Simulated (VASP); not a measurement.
## MnS: single point with r2SCAN

The system is MnS.

```
CELL_PARAMETERS angstrom
0.00000 2.82369 -2.82369
0.00000 2.82369 2.82369
5.64737 0.00000 0.00000
ATOMIC_POSITIONS crystal
Mn 0.00000 0.00000 0.00000
Mn 0.50000 0.50000 0.50000
S 0.00000 0.50000 0.25000
S 0.50000 0.00000 0.75000
```

```yaml
Program: VASP 6.6.1
Task: single point
Functional: r2SCAN
Potentials_or_basis: VASP PAW PBE potentials, release 64 (Mn_pv, S)
Cutoff: 550 eV
k_mesh: 8 × 8 × 6
Occupations: gaussian, width 0.05 eV
Spin: collinear spin, ferromagnetic start
Starting_moments: "[5.0, 5.0, 0.0, 0.0] μB"
```

```yaml
Pressure: 0.1 GPa
Band_gap_on_the_k_mesh: 0.73 eV
Net_moment: 10.00 μB per cell
Site_moments: Mn +4.48; S +0.07 μB
Valence_electrons_inside_the_program's_atomic_spheres: Mn 11.34; S 3.79
```

Levels at points of the mesh, in eV from the valence-band top:
Spin up:
| k point | band 22 | band 23 | band 24 | band 25 | band 26 | band 27 |
| --- | --- | --- | --- | --- | --- | --- |
| (0.00, 0.00, 0.00) | 0.00 | 0.00 | 0.00 | 1.23 | 2.93 | 4.52 |
| (0.50, 0.00, 0.00) | -2.24 | -0.95 | -0.95 | 4.64 | 4.64 | 5.57 |
| (0.50, 0.50, 0.00) | -2.43 | -2.43 | -2.43 | 2.93 | 2.93 | 4.52 |
| (0.00, 0.00, 0.50) | -1.24 | -1.24 | -1.24 | 3.35 | 3.35 | 4.85 |
| (0.50, 0.00, 0.50) | -1.00 | -1.00 | -1.00 | 3.21 | 3.21 | 6.59 |
| (0.50, 0.50, 0.50) | -3.07 | -2.09 | -2.09 | 4.84 | 4.84 | 6.11 |
Spin down:
```
           k point  band 11  band 12  band 13  band 14  band 15  band 16  band 17  band 18
(0.00, 0.00, 0.00)    -3.32    -3.16    -3.16    -3.16     0.73     1.78     1.86     1.86
(0.50, 0.00, 0.00)    -3.80    -3.80    -3.10    -3.10     1.64     1.64     1.65     1.65
(0.50, 0.50, 0.00)    -3.32    -3.32    -3.32    -3.32     0.73     0.73     1.78     1.78
(0.00, 0.00, 0.50)    -3.25    -3.25    -3.25    -3.25     1.24     1.24     2.11     2.11
(0.50, 0.00, 0.50)    -3.12    -3.12    -3.12    -3.12     1.86     1.86     2.00     2.00
(0.50, 0.50, 0.50)    -4.25    -4.25    -3.46    -3.46     0.82     0.82     1.55     1.55
```

Run time: 7.9 min on 1 thread of Intel(R) Xeon(R) 6975P-C (Granite Rapids), on a shared host, peak memory 0.44 GiB.

Caveat: the PAW data sets were made with another functional, which shifts forces and pressure a little; the run started ferromagnetic, and an antiferromagnetic order may lie lower in energy. A k mesh can miss the band edges.
